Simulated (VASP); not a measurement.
# Si15Ni (F-43m) in VASP: notebook

Si15Ni is run at these levels: PBEsol+U; tasks: single point.

Program: VASP 6.6.1. These are calculated values, not measurements. Logs are shortened: lines on timing, memory, paths and dates and some standing lists are left out, and cuts for length are marked.

**1. The cell of the first run**

It takes space group F-43m (No. 216, cubic). The conventional cell has a = 10.874 Å, b = 10.874 Å, c = 10.874 Å, α = 90.00°, β = 90.00°, γ = 90.00°. Ni (site symmetry -43m) has 4 Si at 2.26 Å within 3.0 Å. Within 3.1 Å of Si (site symmetry 2mm) lie 4 Si at 2.36 to 2.38 Å. Within 3.1 Å of Si (site symmetry -43m) lie 4 Si at 2.36 Å. Within 3.0 Å of Si (site symmetry 3m) lie 1 Ni at 2.26 Å and 3 Si at 2.38 Å. Si (site symmetry 3m) has 4 Si at 2.36 Å within 3.1 Å.

**2. Single point, PBEsol+U, collinear spin, ferromagnetic start**

INCAR reads:

```
SYSTEM = Si15Ni
PREC = Accurate
ENCUT = 520
EDIFF = 1E-6
ISMEAR = 0
SIGMA = 0.05
LREAL = Auto
LASPH = .True.
NELM = 150
ALGO = Normal
ISIF = 2
LWAVE = .False.
LCHARG = .False.
ISPIN = 2
MAGMOM = 2 0 0 0 0 0 0 0 0 0 0 0 0 0 0 0
LORBIT = 11
NUPDOWN = 2.0
LMAXMIX = 4
LDAU = .True.
LDAUTYPE = 2
LDAUL = 2 -1
LDAUU = 5 0
LDAUJ = 0 0
LDAUPRINT = 1
GGA = PS
NBANDS = 53
```

KPOINTS reads:

```
regular mesh
0
Gamma
  3 3 3
  0 0 0
```

POSCAR reads:

```
Si15Ni
1.0
    0.0000000000      5.4370000000      5.4370000000
    5.4370000000      0.0000000000      5.4370000000
    5.4370000000      5.4370000000      0.0000000000
Ni Si
1 15
Direct
    1.0000000000      0.0000000000      1.0000000000
    0.0008460273      0.0008460273      0.4991539727
    0.0008460273      0.4991539727      0.0008460273
    0.0008460273      0.4991539727      0.4991539727
    0.4991539727      0.0008460273      0.0008460273
    0.4991539727      0.0008460273      0.4991539727
    0.4991539727      0.4991539727      0.0008460273
    0.5000000000      0.5000000000      0.5000000000
    0.1202211774      0.1202211774      0.1202211774
    0.1202211774      0.1202211774      0.6393364679
    0.1202211774      0.6393364679      0.1202211774
    0.1235527506      0.6254824165      0.6254824165
    0.6393364679      0.1202211774      0.1202211774
    0.6254824165      0.1235527506      0.6254824165
    0.6254824165      0.6254824165      0.1235527506
    0.6254824165      0.6254824165      0.6254824165
```

Potentials or basis: VASP PAW PBE potentials, release 64 (Ni, Si).

On the command line:

```console
$ cat potpaw_PBE.64/Ni/POTCAR potpaw_PBE.64/Si/POTCAR > POTCAR
$ mpirun -np 1 vasp_std > vasp.out
```

OUTCAR:

```text
SYSTEM = Si15Ni
   PREC = Accurate
   ENCUT = 520
   EDIFF = 1E-6
   ISMEAR = 0
   LREAL = Auto
   LASPH = .True.
   NELM = 150
   ISIF = 2
   ISPIN = 2
   LORBIT = 11
   NUPDOWN = 2.0
   GGA = PS

 ion  position               nearest neighbor table
   1  0.000  0.000  0.000-  10 2.26  11 2.26  13 2.26   9 2.26
   2  0.001  0.001  0.499-  12 2.36  14 2.36   9 2.38  10 2.38
   3  0.001  0.499  0.001-  12 2.36  15 2.36   9 2.38  11 2.38
   4  0.001  0.499  0.499-  16 2.36  12 2.36  10 2.38  11 2.38
   5  0.499  0.001  0.001-  14 2.36  15 2.36   9 2.38  13 2.38
   6  0.499  0.001  0.499-  16 2.36  14 2.36  10 2.38  13 2.38
[... 8 lines left out ...]
  15  0.625  0.625  0.124-   3 2.36   5 2.36   7 2.36   8 2.36
  16  0.625  0.625  0.625-   4 2.36   6 2.36   7 2.36   8 2.36

  LATTYP: Found a face centered cubic cell.
 ALAT       =    10.8740000000

  Lattice vectors:

 A1 = (   0.0000000000,   5.4370000000,   5.4370000000)
 A2 = (   5.4370000000,   0.0000000000,   5.4370000000)
 A3 = (   5.4370000000,   5.4370000000,   0.0000000000)

Analysis of symmetry for initial positions (statically):
=====================================================================
 Subroutine PRICEL returns:
 Original cell was already a primitive cell.

 Routine SETGRP: Setting up the symmetry group for a
 face centered cubic supercell.

 Subroutine GETGRP returns: Found 24 space group operations
 (whereof 24 operations were pure point group operations)
 out of a pool of 48 trial point group operations.

The static configuration has the point symmetry T_d .

Analysis of symmetry for dynamics (positions and initial velocities):
=====================================================================
 Subroutine PRICEL returns:
 Original cell was already a primitive cell.

 Routine SETGRP: Setting up the symmetry group for a
 face centered cubic supercell.

 Subroutine GETGRP returns: Found 24 space group operations
 (whereof 24 operations were pure point group operations)
 out of a pool of 48 trial point group operations.

The dynamic configuration has the point symmetry T_d .

Analysis of structural, dynamic, and magnetic symmetry:
=====================================================================
 Subroutine PRICEL returns:
 Original cell was already a primitive cell.

 Routine SETGRP: Setting up the symmetry group for a
 face centered cubic supercell.

 Subroutine GETGRP returns: Found 24 space group operations
 (whereof 24 operations were pure point group operations)
 out of a pool of 48 trial point group operations.

The overall configuration has the point symmetry T_d .

 Subroutine INISYM returns: Found 24 space group operations
 (whereof 24 operations are pure point group operations),
 and found     1 'primitive' translations

----------------------------------------------------------------------------------------

                                     Primitive cell

  volume of cell :     321.4460

  direct lattice vectors                    reciprocal lattice vectors
     0.000000000  5.437000000  5.437000000    -0.091962479  0.091962479  0.091962479
     5.437000000  0.000000000  5.437000000     0.091962479 -0.091962479  0.091962479
     5.437000000  5.437000000  0.000000000     0.091962479  0.091962479 -0.091962479

  length of vectors
     7.689079139  7.689079139  7.689079139     0.159283687  0.159283687  0.159283687

  position of ions in fractional coordinates (direct lattice)
     0.000000000  0.000000000  0.000000000
     0.000846027  0.000846027  0.499153973
     0.000846027  0.499153973  0.000846027
     0.000846027  0.499153973  0.499153973
     0.499153973  0.000846027  0.000846027
     0.499153973  0.000846027  0.499153973
[... 8 lines left out ...]
     0.625482416  0.625482416  0.123552751
     0.625482416  0.625482416  0.625482416

  ion indices of the primitive-cell ions
   primitive index   ion index
                 1           1
                 2           2
                 3           3
                 4           4
                 5           5
                 6           6
[... 8 lines left out ...]
                15          15
                16          16

[... 58 lines left out ...]
   POTIM  = 0.5000    time-step for ionic-motion
   TEBEG  =    0.0;   TEEND  =   0.0 temperature during run
   PSTRESS=    0.0 pullay stress
   NELECT =      70.0000    total number of electrons
   NUPDOWN=       2.0000    fix difference up-down
   EMIN   =  10.00;   EMAX   =-10.00  energy-range for DOS
   EFERMI =   0.00;   METHOD = LEGACY
   ISMEAR =     0;   SIGMA  =   0.05  broadening in eV -4-tet -1-fermi 0-gaus
   EFERMI_NEDOS =   21; number of points for ismear=-14 and -15
   IALGO  =     38    algorithm
   IMIX   =      4    mixing-type and parameters
     AMIX     =   0.40;   BMIX     =  1.00
     AMIX_MAG =   1.60;   BMIX_MAG =  1.00
  volume/ion in A,a.u.               =      20.09       135.58
  Fermi-wavevector in a.u.,A,eV,Ry     =   0.984929  1.861246 13.198805  0.970085
  Thomas-Fermi vector in A             =   2.116198
   LORBIT       =     11    0 simple, 1 ext, 2 COOP (PROOUT), +10 PAW based schemes
 LDA+U is selected, type is set to LDAUTYPE =  2
   angular momentum for each species LDAUL =     2   -1
   U (eV)           for each species LDAUU =   5.0  0.0
   J (eV)           for each species LDAUJ =   0.0  0.0
   GGA     = PS    functional components
   LHFCALC =     F    Hartree Fock is set to
   AEXX    =    0.0000 exact exchange contribution
   IVDW    =     0    specifies the selected vdW correction
   LEPSILON=     F    determine dielectric tensor
   LRPA    =     F    only Hartree local field effects (RPA)
 spin polarized calculation
 Gauss-broadening in eV      SIGMA  =   0.05
  energy-cutoff  :      520.00
  volume of cell :      321.45
 maximum number of plane-waves:      8682
 NGX is ok and might be reduce to    60
   NGX = 29   NGY = 29   NGZ = 29

atom =   1  type =  1  l = 2

 onsite density matrix

spin component  1

  0.9089 -0.0000 -0.0000 -0.0000 -0.0000
 -0.0000  0.9089  0.0000 -0.0000  0.0000
 -0.0000  0.0000  0.9218 -0.0000  0.0000
 -0.0000 -0.0000 -0.0000  0.9089 -0.0000
 -0.0000  0.0000  0.0000 -0.0000  0.9218

spin component  2

  0.7548  0.0000 -0.0000  0.0000 -0.0000
  0.0000  0.7548  0.0000  0.0000  0.0000
 -0.0000  0.0000  0.9139 -0.0000  0.0000
  0.0000  0.0000 -0.0000  0.7548 -0.0000
 -0.0000  0.0000  0.0000 -0.0000  0.9139

 occupancies and eigenvectors

  o =  0.7548  v =  0.0000  0.0000  0.0000  0.0000  0.0000  1.0000  0.0000  0.0000  0.0000  0.0000      0.0000  0.0000  0.0000  0.0000  0.0000  0.0000  0.0000  0.0000  0.0000  0.0000
  o =  0.7548  v =  0.0000  0.0000  0.0000  0.0000  0.0000  0.0000 -0.0602  0.0000 -0.9982 -0.0000      0.0000  0.0000  0.0000  0.0000  0.0000  0.0000  0.0000  0.0000  0.0000  0.0000
  o =  0.7548  v =  0.0000  0.0000  0.0000  0.0000  0.0000  0.0000 -0.9982  0.0000  0.0602  0.0000      0.0000  0.0000  0.0000  0.0000  0.0000  0.0000  0.0000  0.0000  0.0000  0.0000
  o =  0.9089  v =  1.0000  0.0000  0.0000  0.0000  0.0000  0.0000  0.0000  0.0000  0.0000  0.0000      0.0000  0.0000  0.0000  0.0000  0.0000  0.0000  0.0000  0.0000  0.0000  0.0000
  o =  0.9089  v =  0.0000 -0.5504  0.0000  0.8349  0.0000  0.0000  0.0000  0.0000  0.0000  0.0000      0.0000  0.0000  0.0000  0.0000  0.0000  0.0000  0.0000  0.0000  0.0000  0.0000
  o =  0.9089  v =  0.0000 -0.8349  0.0000 -0.5504  0.0000  0.0000  0.0000  0.0000  0.0000  0.0000      0.0000  0.0000  0.0000  0.0000  0.0000  0.0000  0.0000  0.0000  0.0000  0.0000
  o =  0.9139  v =  0.0000  0.0000  0.0000  0.0000  0.0000  0.0000  0.0000  1.0000  0.0000  0.0015      0.0000  0.0000  0.0000  0.0000  0.0000  0.0000  0.0000  0.0000  0.0000  0.0000
  o =  0.9139  v =  0.0000  0.0000  0.0000  0.0000  0.0000  0.0000  0.0000 -0.0015 -0.0000  1.0000      0.0000  0.0000  0.0000  0.0000  0.0000  0.0000  0.0000  0.0000  0.0000  0.0000
  o =  0.9218  v =  0.0000  0.0000  1.0000  0.0000  0.0016  0.0000  0.0000  0.0000  0.0000  0.0000      0.0000  0.0000  0.0000  0.0000  0.0000  0.0000  0.0000  0.0000  0.0000  0.0000
  o =  0.9218  v =  0.0000  0.0000 -0.0016 -0.0000  1.0000  0.0000  0.0000  0.0000  0.0000  0.0000      0.0000  0.0000  0.0000  0.0000  0.0000  0.0000  0.0000  0.0000  0.0000  0.0000

 number of electron      69.9999992 magnetization       1.9999999

 Free energy of the ion-electron system (eV)
  ---------------------------------------------------
  ext. energy  EPLUGINS =         0.00000000
  ---------------------------------------------------
  free energy    TOTEN  =       -87.48220623 eV

  energy without entropy =      -87.47047684  energy(sigma->0) =      -87.47634154

 E-fermi :   5.0225     XC(G=0):  -9.5736

 val. band max:        5.7390414136   @ k =   0.3333   0.3333   0.0000
 cond. band min:       5.0464689865   @ k =  -0.3333   0.3333   0.0000
 fundamental gap:     -0.6925724271
 Fermi energy:         5.9455411340

 spin component 1

 k-point     1 :       0.0000    0.0000    0.0000
  band No.  band energies     occupation
      1      -6.2424      1.00000
      2      -4.0390      1.00000
      3      -4.0390      1.00000
      4      -4.0390      1.00000
      5      -3.5293      1.00000
      6      -2.2501      1.00000
[... 189 lines left out ...]
     46       9.1196      0.00000
     47       9.2439      0.00000
 Fermi energy:         5.0224628832

 spin component 2

 k-point     1 :       0.0000    0.0000    0.0000
  band No.  band energies     occupation
      1      -6.1708      1.00000
      2      -3.9621      1.00000
      3      -3.9621      1.00000
      4      -3.9621      1.00000
      5      -3.4241      1.00000
      6      -2.1875      1.00000
[... 189 lines left out ...]
     46       9.1704      0.00000
     47       9.3510      0.00000
 [bands above 47 left out]

------------------------ aborting loop because EDIFF is reached ----------------------------------------

  FORCE on cell =-STRESS in cart. coord.  units (eV):
  Direction    XX          YY          ZZ          XY          YZ          ZX
  --------------------------------------------------------------------------------------
  -------------------------------------------------------------------------------------
  Total       -4.4284391     -4.4284391     -4.4284391      0.0000000      0.0000000      0.0000000
  in kB      -22.0725885    -22.0725885    -22.0725885      0.0000000      0.0000000      0.0000000
  external PRESSURE =     -22.0725885 kB  Pullay stress =       0.0000000 kB

 VOLUME and BASIS-vectors are now :
 -----------------------------------------------------------------------------
  energy-cutoff  :      520.00
  volume of cell :      321.45
      direct lattice vectors                 reciprocal lattice vectors
     0.000000000  5.437000000  5.437000000    -0.091962479  0.091962479  0.091962479
     5.437000000  0.000000000  5.437000000     0.091962479 -0.091962479  0.091962479
     5.437000000  5.437000000  0.000000000     0.091962479  0.091962479 -0.091962479

 POSITION                                       TOTAL-FORCE (eV/Angst)
 -----------------------------------------------------------------------------------
      0.00000      0.00000      0.00000        -0.000000     -0.000000     -0.000000
      2.71850      2.71850      0.00920        -0.000000      0.000000     -0.018387
      2.71850      0.00920      2.71850        -0.000000     -0.018387     -0.000000
      5.42780      2.71850      2.71850         0.018387      0.000000     -0.000000
      0.00920      2.71850      2.71850        -0.018387      0.000000     -0.000000
      2.71850      5.42780      2.71850        -0.000000      0.018387     -0.000000
[... 8 lines left out ...]
      4.07250      4.07250      6.80150         0.022189      0.022189     -0.022189
      6.80150      6.80150      6.80150        -0.022189     -0.022189     -0.022189
 -----------------------------------------------------------------------------------
    total drift:                                0.000001      0.000001      0.000001

  FREE ENERGIE OF THE ION-ELECTRON SYSTEM (eV)
  ---------------------------------------------------
  free  energy   TOTEN  =       -87.4822062323 eV

  energy  without entropy=      -87.4704768418  energy(sigma->0) =      -87.47634154

 total charge

# of ion       s       p       d       tot
------------------------------------------
    1        0.542   0.429   8.627   9.598
    2        0.758   0.915   0.000   1.673
    3        0.758   0.915   0.000   1.673
    4        0.758   0.915   0.000   1.673
    5        0.758   0.915   0.000   1.673
    6        0.758   0.915   0.000   1.673
[... 8 lines left out ...]
   15        0.752   0.933   0.000   1.685
   16        0.752   0.933   0.000   1.685
--------------------------------------------------
tot         11.952  14.059   8.627  34.638

 magnetization (x)

# of ion       s       p       d       tot
------------------------------------------
    1        0.019   0.140   0.479   0.639
    2        0.006   0.014   0.000   0.020
    3        0.006   0.014   0.000   0.020
    4        0.006   0.014   0.000   0.020
    5        0.006   0.014   0.000   0.020
    6        0.006   0.014   0.000   0.020
[... 8 lines left out ...]
   15        0.001   0.005   0.000   0.006
   16        0.001   0.005   0.000   0.006
--------------------------------------------------
tot          0.130   0.500   0.479   1.109
```

Wall time 9.7 min (1 thread of Intel Xeon 8259CL, shared host); peak memory 0.66 GiB.

What came out:

* Free energy: -87.4822 eV
* Pressure: -2.2 GPa
* Largest force: 0.038 eV/Å
* Net moment: 2.00 μB per cell
* Site moments: Ni +0.64; Si +0.02, +0.01, +0.08 (each value once) μB
* Valence electrons inside the program's atomic spheres: Ni 9.60; Si 1.67, 1.68, 1.65, 1.69 (each value once)

Forces on the atoms (eV/Å):
```
Ni   0.000  0.000  0.000
Si   0.000  0.000 -0.018
Si   0.000 -0.018  0.000
Si   0.018  0.000  0.000
Si  -0.018  0.000  0.000
Si   0.000  0.018  0.000
Si   0.000  0.000  0.018
Si   0.000  0.000  0.000
Si   0.006  0.006  0.006
Si  -0.006 -0.006  0.006
Si  -0.006  0.006 -0.006
Si  -0.022  0.022  0.022
Si   0.006 -0.006 -0.006
Si   0.022 -0.022  0.022
Si   0.022  0.022 -0.022
Si  -0.022 -0.022 -0.022
```

Eigenvalues of the final occupation matrices:
```csv
site,spin,trace,eigenvalues
site 1 d,1,4.57,0.91 0.91 0.91 0.92 0.92
site 1 d,2,4.09,0.75 0.75 0.75 0.91 0.91
```

Caveat: the PAW data sets were made with another functional, which shifts forces and pressure a little; the total moment is fixed, so each spin has its own Fermi level and the state may be an excited one; the U is typed as a test and isn't derived for this compound.

[end of part 1 of 2]
